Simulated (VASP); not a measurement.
# Ta (P6_3/mmc) in VASP: a series of runs, part 2 of 2

VASP 6.6.1. Earlier steps stand in the parts before.

## Step 4: Relaxation of cell and atoms, PBE

This run uses another cell than the first one, of 18.32 Å³/atom.

INCAR reads:

```
SYSTEM = Ta
PREC     = Accurate       ! precision mode
ENCUT    = 600            ! plane-wave cutoff, eV
EDIFF    = 1E-6           ! SCF threshold, eV
ISMEAR   = -1             ! smearing method
SIGMA    = 0.05           ! smearing width, eV
LREAL    = .False.        ! projectors in reciprocal space
LASPH    = .True.         ! aspherical terms in the spheres
NELM     = 80             ! most SCF steps
ALGO     = Normal         ! electronic algorithm
ISIF     = 3              ! what is computed and relaxed
LWAVE    = .False.        ! write WAVECAR
LCHARG   = .False.        ! write CHGCAR
GGA      = PE             ! functional
IBRION   = 2              ! ionic algorithm
NSW      = 60             ! ionic steps
EDIFFG   = -0.005         ! ionic threshold
```

KPOINTS reads:

```
regular mesh
0
Gamma
  16 16 9
  0 0 0
```

POSCAR reads:

```
Ta
1.0
    2.9669564710      0.0000000000      0.0000000000
   -1.4834782355      2.5694596758      0.0000000000
    0.0000000000      0.0000000000      4.8064694830
Ta
2
Direct
    0.3333333333      0.6666666667      0.2500000000
    0.6666666667      0.3333333333      0.7500000000
```

Potentials or basis: VASP PAW PBE potentials, release 64 (Ta_pv).

Started as:

```console
cat potpaw_PBE.64/Ta_pv/POTCAR > POTCAR
mpirun -np 1 vasp_std > vasp.out
```

OUTCAR:

```text
SYSTEM = Ta
   PREC = Accurate
   ENCUT = 600
   EDIFF = 1E-6
   ISMEAR = -1
   LREAL = .False.
   LASPH = .True.
   NELM = 80
   ISIF = 3
   GGA = PE
   IBRION = 2
   NSW = 60
   EDIFFG = -0.005

 ion  position               nearest neighbor table
   1  0.333  0.667  0.250-   2 2.95   2 2.95   2 2.95   2 2.95   2 2.95   2 2.95
   2  0.667  0.333  0.750-   1 2.95   1 2.95   1 2.95   1 2.95   1 2.95   1 2.95

  LATTYP: Found a hexagonal cell.
 ALAT       =     2.9669564710
 C/A-ratio  =     1.6200000000

  Lattice vectors:

 A1 = (   2.9669564710,   0.0000000000,   0.0000000000)
 A2 = (  -1.4834782355,   2.5694596758,   0.0000000000)
 A3 = (   0.0000000000,   0.0000000000,   4.8064694830)

Analysis of symmetry for initial positions (statically):
=====================================================================
 Subroutine PRICEL returns:
 Original cell was already a primitive cell.

 Routine SETGRP: Setting up the symmetry group for a
 hexagonal supercell.

 Subroutine GETGRP returns: Found 24 space group operations
 (whereof 12 operations were pure point group operations)
 out of a pool of 24 trial point group operations.

The static configuration has the point symmetry D_3d.
 The point group associated with its full space group is D_6h.

Analysis of symmetry for dynamics (positions and initial velocities):
=====================================================================
 Subroutine PRICEL returns:
 Original cell was already a primitive cell.

 Routine SETGRP: Setting up the symmetry group for a
 hexagonal supercell.

 Subroutine GETGRP returns: Found 24 space group operations
 (whereof 12 operations were pure point group operations)
 out of a pool of 24 trial point group operations.

The dynamic configuration has the point symmetry D_3d.
 The point group associated with its full space group is D_6h.

 Subroutine INISYM returns: Found 24 space group operations
 (whereof 12 operations are pure point group operations),
 and found     1 'primitive' translations

----------------------------------------------------------------------------------------

                                     Primitive cell

  volume of cell :      36.6420

  direct lattice vectors                    reciprocal lattice vectors
     2.966956471  0.000000000  0.000000000     0.337045727  0.194593441  0.000000000
    -1.483478236  2.569459676  0.000000000     0.000000000  0.389186882  0.000000000
     0.000000000  0.000000000  4.806469483     0.000000000  0.000000000  0.208052918

  length of vectors
     2.966956471  2.966956471  4.806469483     0.389186882  0.389186882  0.208052918

  position of ions in fractional coordinates (direct lattice)
     0.333333333  0.666666667  0.250000000
     0.666666667  0.333333333  0.750000000

  ion indices of the primitive-cell ions
   primitive index   ion index
                 1           1
                 2           2

----------------------------------------------------------------------------------------

[... 72 lines left out ...]
   NSW    =     60    number of steps for IOM
   IBRION =      2    ionic relax: 0-MD 1-quasi-New 2-CG
   NFREE  =      1    steps in history (QN), initial steepest desc. (CG)
   ISIF   =      3    stress and relaxation
   ISYM   =      2    0-nonsym 1-usesym 2-fastsym
   POTIM  = 0.5000    time-step for ionic-motion
   TEBEG  =    0.0;   TEEND  =   0.0 temperature during run
   PSTRESS=    0.0 pullay stress
   NELECT =      22.0000    total number of electrons
   NUPDOWN=      -1.0000    fix difference up-down
   EMIN   =  10.00;   EMAX   =-10.00  energy-range for DOS
   EFERMI =   0.00;   METHOD = LEGACY
   ISMEAR =    -1;   SIGMA  =   0.05  broadening in eV -4-tet -1-fermi 0-gaus
   EFERMI_NEDOS =   21; number of points for ismear=-14 and -15
   IALGO  =     38    algorithm
   IMIX   =      4    mixing-type and parameters
     AMIX     =   0.40;   BMIX     =  1.00
     AMIX_MAG =   1.60;   BMIX_MAG =  1.00
  volume/ion in A,a.u.               =      18.32       123.64
  Fermi-wavevector in a.u.,A,eV,Ry     =   1.381092  2.609886 25.951965  1.907416
  Thomas-Fermi vector in A             =   2.505909
   LORBIT       =      0    0 simple, 1 ext, 2 COOP (PROOUT), +10 PAW based schemes
   GGA     = PE    functional components
   LHFCALC =     F    Hartree Fock is set to
   AEXX    =    0.0000 exact exchange contribution
   IVDW    =     0    specifies the selected vdW correction
   LEPSILON=     F    determine dielectric tensor
   LRPA    =     F    only Hartree local field effects (RPA)
 conjugate gradient relaxation of ions
 non-spin polarized calculation
  energy-cutoff  :      600.00
  volume of cell :       36.64
 maximum number of plane-waves:      1240
 NGX is ok and might be reduce to    24
   NGX = 11   NGY = 11   NGZ = 19

--------------------------------------- Ionic step        1  -------------------------------------------

 number of electron      21.9999999 magnetization

 Free energy of the ion-electron system (eV)
  ---------------------------------------------------
  ext. energy  EPLUGINS =         0.00000000
  ---------------------------------------------------
  free energy    TOTEN  =       -22.96624839 eV

  energy without entropy =      -22.94433769  energy(sigma->0) =      -22.95529304

------------------------ aborting loop because EDIFF is reached ----------------------------------------

  FORCE on cell =-STRESS in cart. coord.  units (eV):
  Direction    XX          YY          ZZ          XY          YZ          ZX
  --------------------------------------------------------------------------------------
  -------------------------------------------------------------------------------------
  Total        0.0869819      0.0869819      2.8999351      0.0000000      0.0000000      0.0000000
  in kB        3.8032966      3.8032966    126.8001288      0.0000000      0.0000000      0.0000000
  external PRESSURE =      44.8022407 kB  Pullay stress =       0.0000000 kB
[... 89 lines left out ...]
  FREE ENERGIE OF THE ION-ELECTRON SYSTEM (eV)
  ---------------------------------------------------
  free  energy   TOTEN  =       -23.0317943025 eV

  energy  without entropy=      -23.0095340376  energy(sigma->0) =      -23.02066417

[... ionic steps 4 to 8 ...]

--------------------------------------- Ionic step        9  -------------------------------------------

 number of electron      22.0000003 magnetization

------------------------ aborting loop because EDIFF is reached ----------------------------------------
[... 67 lines left out ...]
--------------------------------------- Ionic step       11  -------------------------------------------

 number of electron      22.0000003 magnetization

 Free energy of the ion-electron system (eV)
  ---------------------------------------------------
  ext. energy  EPLUGINS =         0.00000000
  ---------------------------------------------------
  free energy    TOTEN  =       -23.07622687 eV

  energy without entropy =      -23.05477204  energy(sigma->0) =      -23.06549946

 E-fermi :   5.5843     XC(G=0): -12.4019

 val. band max:        5.5791825895   @ k =   0.3750   0.0000   0.0000
 cond. band min:       5.5888758135   @ k =   0.3750   0.1875   0.0000
 fundamental gap:      0.0096932240
 Fermi energy:         5.5843382762

 k-point     1 :       0.0000    0.0000    0.0000
  band No.  band energies     occupation
      1     -28.9689      2.00000
      2     -28.1361      2.00000
      3     -28.0416      2.00000
      4     -28.0416      2.00000
      5     -27.9561      2.00000
      6     -27.9561      2.00000
      7      -2.5912      2.00000
      8       0.7020      2.00000
      9       5.0921      1.99989
     10       5.5217      1.55525
     11       6.1862      0.00001
     12       6.1862      0.00001
     13       6.7639      0.00000
     14       6.7639      0.00000
[... 401 lines left out ...]
      2     -28.7582      2.00000
      3     -28.6146      2.00000
      4     -28.3749      2.00000
      5     -28.2736      2.00000
      6     -28.2328      2.00000
      7       1.5263      2.00000
      8       2.8464      2.00000
      9       3.2799      2.00000
     10       3.9614      2.00000
     11       5.2968      1.99366
     12       5.5689      1.15292
     13       6.3783      0.00000
     14       7.9693      0.00000
     15      10.4001      0.00000

 [... further k-points ...]

------------------------ aborting loop because EDIFF is reached ----------------------------------------

  FORCE on cell =-STRESS in cart. coord.  units (eV):
  Direction    XX          YY          ZZ          XY          YZ          ZX
  --------------------------------------------------------------------------------------
  -------------------------------------------------------------------------------------
  Total       -0.0059275     -0.0059275     -0.0072722     -0.0000000     -0.0000000      0.0000000
  in kB       -0.2532562     -0.2532562     -0.3107090     -0.0000000     -0.0000000      0.0000000
  external PRESSURE =      -0.2724071 kB  Pullay stress =       0.0000000 kB
[... 17 lines left out ...]
  FREE ENERGIE OF THE ION-ELECTRON SYSTEM (eV)
  ---------------------------------------------------
  free  energy   TOTEN  =       -23.0762268688 eV

  energy  without entropy=      -23.0547720428  energy(sigma->0) =      -23.06549946

 reached required accuracy - stopping structural energy minimisation
```

Wall time 6.9 min (1 thread of Intel Xeon Platinum 8259CL at 2.50GHz (Skylake/Cascade Lake), shared host); peak memory 0.23 GiB.

Results:

```
Free energy                           : -23.0762 eV
Relaxed volume                        : 18.75 Å³/atom
Relaxed cell                          : a = 2.903 Å, b = 2.903 Å, c = 5.139 Å, α = 90.00°, β = 90.00°, γ = 120.00°
Space group after relaxing (to 0.1 Å) : P6_3/mmc (No. 194)
Energy gained by relaxing             : 55.0 meV/atom
Ionic steps                           : 11
Pressure after relaxing               : 0.0 GPa
Band gap on the k mesh                : zero (bands 11 and 12 overlap by 1.83 eV)
```

The path:
| step | energy change (eV) | largest force (eV/Å) | pressure (GPa) | volume (Å³) |
| --- | --- | --- | --- | --- |
| 1 | 0.0000 | 0.0000 | 4.48 | 36.64 |
| 2 | -0.0481 | 0.0000 | -8.63 | 39.37 |
| 3 | -0.0655 | 0.0000 | -4.69 | 38.43 |
| 4 | -0.1003 | 0.0000 | 0.05 | 37.55 |
| 5 | -0.1081 | 0.0000 | -1.52 | 37.81 |
| 6 | -0.1081 | 0.0000 | -1.57 | 37.82 |
| 7 | -0.1080 | 0.0000 | 1.56 | 37.18 |
| 8 | -0.1100 | 0.0000 | -0.05 | 37.50 |
| 9 | -0.1100 | 0.0000 | -0.07 | 37.51 |
| 10 | -0.1100 | 0.0000 | -0.03 | 37.50 |
| 11 | -0.1100 | 0.0000 | -0.03 | 37.50 |

Final structure:
```cif
data_structure
_symmetry_space_group_name_H-M 'P 1'
_symmetry_Int_Tables_number 1
_cell_length_a 2.9026
_cell_length_b 2.9026
_cell_length_c 5.1395
_cell_angle_alpha 90.000
_cell_angle_beta 90.000
_cell_angle_gamma 120.000
_cell_volume 37.50
loop_
_atom_site_label
_atom_site_type_symbol
_atom_site_fract_x
_atom_site_fract_y
_atom_site_fract_z
_atom_site_occupancy
Ta1 Ta 0.33333 0.66667 0.25000 1
Ta2 Ta 0.66667 0.33333 0.75000 1
```

Levels at points of the mesh, in eV from the Fermi level:
```tsv
k point	band 8	band 9	band 10	band 11	band 12	band 13	band 14	band 15
(0.00, 0.00, 0.00)	-4.88	-0.49	-0.06	0.60	0.60	1.18	1.18	2.94
(0.50, 0.00, 0.00)	-3.82	-3.31	-0.48	-0.32	0.54	0.83	5.58	6.40
```

Caveat: spin-orbit coupling is left out, which moves the levels of the heavy elements.
